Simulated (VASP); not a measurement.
A run of VASP 6.6.1 is set up as follows.

The input INCAR:

```
PREC = Accurate
ENCUT = 600
EDIFF = 1E-6
ISMEAR = 0
SIGMA = 0.1
LREAL = F
LASPH = T
NELM = 100
ALGO = Normal
ISIF = 3
LWAVE = F
LCHARG = F
GGA = PE
IBRION = 2
NSW = 90
EDIFFG = -0.04
```

KPOINTS

```
Automatic mesh
0
Gamma
  8 8 8
```

POSCAR

```
TlB2
1.0
   -1.6046975262      1.6046975262      3.9365236189
    1.6046975262     -1.6046975262      3.9365236189
    1.6046975262      1.6046975262     -3.9365236189
Tl B
1 2
Direct
    0.0000000000      0.0000000000      0.0000000000
    0.6650000000      0.6650000000      0.0000000000
    0.3350000000      0.3350000000      0.0000000000
```

Potentials or basis: VASP PAW PBE potentials, release 64 (Tl_d, B).

Run with:

```sh
$ cat potpaw_PBE.64/Tl_d/POTCAR potpaw_PBE.64/B/POTCAR > POTCAR
$ mpirun -np 1 vasp_std > vasp.out
```

Q: What does it give for the relaxed cell?

A: a = 5.647 Å, b = 5.647 Å, c = 5.647 Å, α = 150.98°, β = 150.98°, γ = 41.51°.

Q: Estimate the space group after relaxing (to 0.1 Å).

A: I4/mmm (No. 139).

Final structure:
```
CELL_PARAMETERS angstrom
-1.41478 1.41478 5.28024
1.41478 -1.41478 5.28024
1.41478 1.41478 -5.28024
ATOMIC_POSITIONS crystal
Tl 0.00000 0.00000 0.00000
B 0.75514 0.75514 0.00000
B 0.24486 0.24486 0.00000
```

Caveat: a cell axis changed by over 15 % at a fixed basis, so the end point is rough.
